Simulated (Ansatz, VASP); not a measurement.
# NaF: VASP beside Ansatz

File POSCAR:

```
NaF
1.0
    0.0000000000      2.2726397722      2.2726397722
    2.2726397722      0.0000000000      2.2726397722
    2.2726397722      2.2726397722      0.0000000000
Na F
1 1
Direct
    0.0000000000      0.0000000000      0.0000000000
    0.5000000000      0.5000000000      0.5000000000
```

File INCAR.step1:

```
SYSTEM = NaF
ALGO = Normal
EDIFF = 1E-5
ENCUT = 520
GGA = PE
ISIF = 2
ISMEAR = -1
LASPH = .TRUE.
LREAL = .FALSE.
LWAVE = .TRUE.
NBANDS = 14
NELM = 100
PREC = Accurate
SIGMA = 0.05
```

The input INCAR.step2:

```
SYSTEM = NaF
AEXX = 0.25
ALGO = Normal
EDIFF = 1E-6
ENCUT = 520
GGA = PE
ISIF = 2
ISMEAR = -1
ISTART = 1
LASPH = .TRUE.
LCHARG = .TRUE.
LELF = .TRUE.
LHFCALC = .TRUE.
LREAL = .FALSE.
LVHAR = .TRUE.
LWAVE = .FALSE.
NBANDS = 14
NELM = 100
PREC = Accurate
PRECFOCK = Normal
SIGMA = 0.05
```

KPOINTS

```
k-points
0
G
  6 6 6
  0 0 0
```

File input:

```
crystal:
  lattice:
    - [0.0, 2.2726397722, 2.2726397722]
    - [2.2726397722, 0.0, 2.2726397722]
    - [2.2726397722, 2.2726397722, 0.0]
  atoms:
    - { symbol: Na, position: [0.0, 0.0, 0.0] }
    - { symbol: F, position: [0.5, 0.5, 0.5] }
hamiltonian:
  xc: pbe0
  pseudopotentials: { kind: paw }
kpoints:
  mp_grid: { grid: [6, 6, 6] }
scf:
  occupations: { method: fermi_dirac, width: 0.05 }
output:
  forces: true
  stress: true
  eigenvalues: true
```

Alike in both runs: task single point; functional PBE0; k mesh 6 × 6 × 6; occupations fermi-dirac, width 0.05 eV; no spin polarisation.

|  | VASP | Ansatz |
| --- | --- | --- |
| version | VASP 6.6.1 | Ansatz 0.2.0 |
| potentials or method | VASP PAW PBE potentials, release 64 (Na_pv, F) | Ansatz PAW |
| plane-wave cutoff (eV) | 520 | 420 |
| valence electrons in the cell | 14 | 16 |

Ansatz gave:

* gap on the k mesh at the Fermi level (eV): 9.61
* least direct gap on the mesh (eV): 9.61
* pressure (GPa): 3.4

Problem. What did VASP give for the same quantities?

Solution. gap on the k mesh at the Fermi level (eV): 9.58; least direct gap on the mesh (eV): 9.58; pressure (GPa): 3.5.

VASP's potentials hold 14 valence electrons a cell and Ansatz's 16, so a difference there can come from the potentials and not from the codes.
